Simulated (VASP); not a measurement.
# N (C2/m) in VASP: single point with PBE+D3(BJ)

Aim: the single point of N with PBE+D3(BJ).

Everything below comes from runs of VASP 6.6.1. Logs are shortened: lines on timing, memory, paths and dates and some standing lists are left out, and cuts for length are marked.

## Step 1: The cell of the first run

Symmetry: C2/m, No. 12, monoclinic system. The conventional cell has a = 6.610 Å, b = 3.817 Å, c = 15.193 Å, α = 90.00°, β = 102.57°, γ = 90.00°. N (site symmetry m) has 1 N at 1.10 Å within 1.5 Å. Within 1.5 Å of N (site symmetry m) lie 1 N at 1.10 Å. Within 1.5 Å of N (site symmetry m) lie 1 N at 1.10 Å. N (site symmetry m) has 1 N at 1.10 Å within 1.5 Å.

## Step 2: Single point, PBE+D3(BJ) (the part above a cut slid along it)

INCAR reads:

```
PREC = Accurate
ENCUT = 520
EDIFF = 1E-6
ISMEAR = 0
SIGMA = 0.05
LREAL = False
LASPH = True
NELM = 100
ALGO = Normal
ISIF = 2
LWAVE = False
LCHARG = False
GGA = PE
IVDW = 12
NBANDS = 30
ISYM = 0
```

KPOINTS reads:

```
regular mesh
0
Gamma
  7 7 2
```

POSCAR reads:

```
N
1.0
   -3.8165516810      0.0000000000      0.0000000000
   -1.9082758405     -3.3052307106      0.0000000000
   -1.9082758405      0.0000000000     14.8290392674
N
8
Direct
   -0.1227474002      0.3333333333      0.9121614671
    0.1272525998      0.3333333333      0.4121614671
   -0.0855859331      0.3333333333      0.8378385329
    0.1644140669      0.3333333333      0.3378385329
    0.5855859331      0.6666666667      0.1621614671
    0.3355859331      0.6666666667      0.6621614671
    0.6227474002      0.6666666667      0.0878385329
    0.3727474002      0.6666666667      0.5878385329
```

Potentials or basis: VASP PAW PBE potentials, release 64 (N).

The run is started by

```sh
cat potpaw_PBE.64/N/POTCAR > POTCAR
mpirun -np 1 vasp_std > vasp.out
```

OUTCAR:

```text
PREC = Accurate
   ENCUT = 520
   EDIFF = 1E-6
   ISMEAR = 0
   LREAL = False
   LASPH = True
   NELM = 100
   ISIF = 2
   GGA = PE
   IVDW = 12
   ISYM = 0
 IVDW          = 12

 ion  position               nearest neighbor table
   1  0.877  0.333  0.912-   3 1.10
   2  0.127  0.333  0.412-   4 1.10
   3  0.914  0.333  0.838-   1 1.10
   4  0.164  0.333  0.338-   2 1.10
   5  0.586  0.667  0.162-   7 1.10
   6  0.336  0.667  0.662-   8 1.10
   7  0.623  0.667  0.088-   5 1.10
   8  0.373  0.667  0.588-   6 1.10

IMPORTANT INFORMATION: All symmetrisations will be switched off!
NOSYMM: (Re-)initialisation of all symmetry stuff for point group C_1.

----------------------------------------------------------------------------------------

                                     Primitive cell

  volume of cell :     187.0622

  direct lattice vectors                    reciprocal lattice vectors
    -3.816551681  0.000000000  0.000000000    -0.262016627  0.151275370 -0.033717626
    -1.908275840 -3.305230711  0.000000000     0.000000000 -0.302550741  0.000000000
    -1.908275840  0.000000000 14.829039267     0.000000000  0.000000000  0.067435252

  length of vectors
     3.816551681  3.816551681 14.951318413     0.304423766  0.302550741  0.067435252

  position of ions in fractional coordinates (direct lattice)
     0.877252600  0.333333333  0.912161467
     0.127252600  0.333333333  0.412161467
     0.914414067  0.333333333  0.837838533
     0.164414067  0.333333333  0.337838533
     0.585585933  0.666666667  0.162161467
     0.335585933  0.666666667  0.662161467
     0.622747400  0.666666667  0.087838533
     0.372747400  0.666666667  0.587838533

  ion indices of the primitive-cell ions
   primitive index   ion index
                 1           1
                 2           2
                 3           3
                 4           4
                 5           5
                 6           6
                 7           7
                 8           8

----------------------------------------------------------------------------------------

 KPOINTS: regular mesh

Automatic generation of k-mesh.
 Grid dimensions read from file:
 generate k-points for:    7    7    2

 Generating k-lattice:

  Cartesian coordinates                     Fractional coordinates (reciprocal lattice)
    -0.037430947  0.021610767 -0.004816804     0.142857143 -0.000000000 -0.000000000
     0.000000000 -0.043221534  0.000000000     0.000000000  0.142857143  0.000000000
     0.000000000  0.000000000  0.033717626     0.000000000  0.000000000  0.500000000

  Length of vectors
     0.043489109  0.043221534  0.033717626

  Shift w.r.t. Gamma in fractional coordinates (k-lattice)
     0.000000000  0.000000000  0.000000000

 -----------------------------------------------------------------------------
|                                                                             |
|           W    W    AA    RRRRR   N    N  II  N    N   GGGG   !!!           |
|           W    W   A  A   R    R  NN   N  II  NN   N  G    G  !!!           |
|           W    W  A    A  R    R  N N  N  II  N N  N  G       !!!           |
|           W WW W  AAAAAA  RRRRR   N  N N  II  N  N N  G  GGG   !            |
|           WW  WW  A    A  R   R   N   NN  II  N   NN  G    G                |
|           W    W  A    A  R    R  N    N  II  N    N   GGGG   !!!           |
|                                                                             |
|     Your reciprocal lattice and k-lattice belong to different lattice       |
|     classes:                                                                |
|                                                                             |
|        The reciprocal lattice is body-centered orthorhombic,                |
|        whereas your k-lattice is base-centered monoclinic.                  |
|                                                                             |
|     Results are often still useful ...                                      |
|                                                                             |
 -----------------------------------------------------------------------------

 WARNING: IBZKPT: internal override: KBLOWUP is changed to .FALSE.
      ... skipping the blow-up phase ...

 Subroutine IBZKPT returns following result:
 ===========================================

 Found     50 irreducible k-points:

 Following reciprocal coordinates:
            Coordinates               Weight
  0.000000  0.000000  0.000000      1.000000
  0.142857 -0.000000  0.000000      2.000000
  0.285714  0.000000  0.000000      2.000000
  0.428571 -0.000000  0.000000      2.000000
  0.000000  0.142857  0.000000      2.000000
  0.142857  0.142857  0.000000      2.000000
[... 16 lines left out ...]
 -0.428571  0.428571 -0.000000      2.000000
 -0.285714  0.428571 -0.000000      2.000000
 [... further k-points ...]
   k-points           NKPTS =     50   k-points in BZ     NKDIM =     50   number of bands    NBANDS=     30
   number of dos      NEDOS =    301   number of ions     NIONS =      8
   total plane-waves  NPLWV =  87808
   dimension x,y,z NGX =    28 NGY =   28 NGZ =  112
   dimension x,y,z NGXF=    56 NGYF=   56 NGZF=  224
   ions per type =               8
   NGX,Y,Z   is equivalent  to a cutoff of  12.20, 12.20, 12.45 a.u.
   NGXF,Y,Z  is equivalent  to a cutoff of  24.39, 24.39, 24.91 a.u.
 SYSTEM =  unknown system
   PREC   = accura    normal or accurate (medium, high low for compatibility)
   ISTART =      0    job   : 0-new  1-cont  2-samecut
   ICHARG =      2    charge: 1-file 2-atom 10-const
   ISPIN  =      1    spin polarized calculation?
   LNONCOLLINEAR =      F non collinear calculations
   LSORBIT =      F    spin-orbit coupling
   LASPH  =      T    aspherical Exc in radial PAW
   ENCUT  =  520.0 eV  38.22 Ry    6.18 a.u.   7.10  7.10 27.80*2*pi/ulx,y,z
   NELM   =    100;   NELMIN=  2; NELMDL= -5     # of ELM steps
   EDIFF  = 0.1E-05   stopping-criterion for ELM
   LREAL  =      F    real-space projection
   EDIFFG = 0.1E-04   stopping-criterion for IOM
   NSW    =      0    number of steps for IOM
   IBRION =     -1    ionic relax: 0-MD 1-quasi-New 2-CG
   NFREE  =      0    steps in history (QN), initial steepest desc. (CG)
   ISIF   =      2    stress and relaxation
   ISYM   =      0    0-nonsym 1-usesym 2-fastsym
   POTIM  = 0.5000    time-step for ionic-motion
   TEBEG  =    0.0;   TEEND  =   0.0 temperature during run
   PSTRESS=    0.0 pullay stress
   NELECT =      40.0000    total number of electrons
   NUPDOWN=      -1.0000    fix difference up-down
   EMIN   =  10.00;   EMAX   =-10.00  energy-range for DOS
   EFERMI =   0.00;   METHOD = LEGACY
   ISMEAR =     0;   SIGMA  =   0.05  broadening in eV -4-tet -1-fermi 0-gaus
   EFERMI_NEDOS =   21; number of points for ismear=-14 and -15
   IALGO  =     38    algorithm
   IMIX   =      4    mixing-type and parameters
     AMIX     =   0.40;   BMIX     =  1.00
     AMIX_MAG =   1.60;   BMIX_MAG =  1.00
  volume/ion in A,a.u.               =      23.38       157.79
  Fermi-wavevector in a.u.,A,eV,Ry     =   0.978963  1.849971 13.039390  0.958368
  Thomas-Fermi vector in A             =   2.109779
   LORBIT       =      0    0 simple, 1 ext, 2 COOP (PROOUT), +10 PAW based schemes
   GGA     = PE    functional components
   LHFCALC =     F    Hartree Fock is set to
   AEXX    =    0.0000 exact exchange contribution
   IVDW    =    12    specifies the selected vdW correction
   LEPSILON=     F    determine dielectric tensor
   LRPA    =     F    only Hartree local field effects (RPA)
 non-spin polarized calculation
 Gauss-broadening in eV      SIGMA  =   0.05
  energy-cutoff  :      520.00
  volume of cell :      187.06
 maximum number of plane-waves:      5061
   NGX = 15   NGY = 15   NGZ = 55

 number of electron      40.0000008 magnetization

 Free energy of the ion-electron system (eV)
  ---------------------------------------------------
  ext. energy  EPLUGINS =         0.00000000
  ---------------------------------------------------
  free energy    TOTEN  =       -66.49405862 eV

  energy without entropy =      -66.49405862  energy(sigma->0) =      -66.49405862

 E-fermi :  -6.0514     XC(G=0):  -6.3013

 val. band max:       -6.3536333320   @ k =   0.2857   0.1429   0.0000
 cond. band min:       0.6085461682   @ k =   0.4286  -0.0000   0.5000
 fundamental gap:      6.9621795002
 Fermi energy:        -6.0514455707

 k-point     1 :       0.0000    0.0000    0.0000
  band No.  band energies     occupation
      1     -25.0222      2.00000
      2     -25.0109      2.00000
      3     -25.0093      2.00000
      4     -24.9949      2.00000
      5     -10.6163      2.00000
      6     -10.2975      2.00000
[... 22 lines left out ...]
     29       3.9251      0.00000
     30       4.1075      0.00000

 k-point     2 :       0.1429   -0.0000    0.0000
  band No.  band energies     occupation
      1     -25.0144      2.00000
      2     -25.0048      2.00000
      3     -25.0019      2.00000
      4     -24.9886      2.00000
      5     -10.5628      2.00000
      6     -10.2894      2.00000
[... 22 lines left out ...]
     29       4.1728      0.00000
     30       4.3720      0.00000

 k-point     3 :       0.2857    0.0000    0.0000
  band No.  band energies     occupation
      1     -24.9966      2.00000
      2     -24.9904      2.00000
      3     -24.9863      2.00000
      4     -24.9745      2.00000
      5     -10.4334      2.00000
      6     -10.2384      2.00000
[... 682 lines left out ...]
     29       5.7748      0.00000
     30       6.2920      0.00000

 k-point    24 :      -0.2857    0.4286   -0.0000
  band No.  band energies     occupation
      1     -24.9757      2.00000
      2     -24.9737      2.00000
      3     -24.9702      2.00000
      4     -24.9589      2.00000
      5     -10.2697      2.00000
      6     -10.0849      2.00000
[... 22 lines left out ...]
     29       5.8130      0.00000
     30       6.3717      0.00000

 [... further k-points ...]

------------------------ aborting loop because EDIFF is reached ----------------------------------------

 Edisp (eV)   -0.41317

 E8    (eV) :    -0.0969

  FORCE on cell =-STRESS in cart. coord.  units (eV):
  Direction    XX          YY          ZZ          XY          YZ          ZX
  --------------------------------------------------------------------------------------
  -------------------------------------------------------------------------------------
  Total      -0.29362    -0.12981     8.07275    -0.00000    -0.30564     0.00035
  in kB      -2.51484    -1.11186    69.14266    -0.00002    -2.61783     0.00299
  external pressure =       21.84 kB  Pullay stress =        0.00 kB

 VOLUME and BASIS-vectors are now :
 -----------------------------------------------------------------------------
  energy-cutoff  :      520.00
  volume of cell :      187.06
      direct lattice vectors                 reciprocal lattice vectors
    -3.816551681  0.000000000  0.000000000    -0.262016627  0.151275370 -0.033717626
    -1.908275840 -3.305230711  0.000000000     0.000000000 -0.302550741  0.000000000
    -1.908275840  0.000000000 14.829039267     0.000000000  0.000000000  0.067435252

 POSITION                                       TOTAL-FORCE (eV/Angst)
 -----------------------------------------------------------------------------------
     -5.72483     -1.10174     13.52648         0.000056      0.184616      1.550290
     -1.90828     -1.10174      6.11196         0.000062     -0.000004      1.739174
     -5.72483     -1.10174     12.42434        -0.000064     -0.036375     -1.783867
     -1.90828     -1.10174      5.00982        -0.000059      0.000102     -1.739357
     -3.81655     -2.20349      2.40470         0.000064      0.036375      1.783871
     -3.81655     -2.20349      9.81922         0.000059     -0.000102      1.739360
     -3.81655     -2.20349      1.30256        -0.000057     -0.184617     -1.550296
     -3.81655     -2.20349      8.71708        -0.000061      0.000005     -1.739175
 -----------------------------------------------------------------------------------
    total drift:                                0.000002      0.000001     -0.000002

  FREE ENERGIE OF THE ION-ELECTRON SYSTEM (eV)
  ---------------------------------------------------
  free  energy   TOTEN  =       -66.9072319855 eV

  energy  without entropy=      -66.9072319855  energy(sigma->0) =      -66.90723199
```

Run time: 8.9 min. Hardware: 1 thread of Intel Xeon 8259CL, shared host; peak memory 0.39 GiB.

What came out:

* Free energy: -66.9072 eV
* Pressure: 2.2 GPa
* Largest force: 1.784 eV/Å
* Band gap on the k mesh: 6.96 eV (least direct gap 6.97 eV)
* Dispersion energy per atom: -0.052 eV

Forces in eV/Å, atoms in the order of the input:
```
N    0.000  0.185  1.550
N    0.000  0.000  1.739
N    0.000 -0.036 -1.784
N    0.000  0.000 -1.739
N    0.000  0.036  1.784
N    0.000  0.000  1.739
N    0.000 -0.185 -1.550
N    0.000  0.000 -1.739
```

Levels at points of the mesh, in eV from the valence-band top:
```csv
k point,band 18,band 19,band 20,band 21,band 22,band 23
"(0.00, 0.00, 0.00)",-0.63,-0.53,-0.01,8.01,8.03,8.04
"(0.00, 0.00, 0.50)",-0.99,-0.24,-0.11,7.99,8.03,8.07
```

Caveat: the cell differs from its parent crystal (the part above a cut slid along it); the standard files for N, O and F lose accuracy on very short bonds; the stress differs along the axes, from -0 to 7 GPa; forces of over 1 eV/Å act on the atoms, so gaps and moduli don't describe the material at rest.
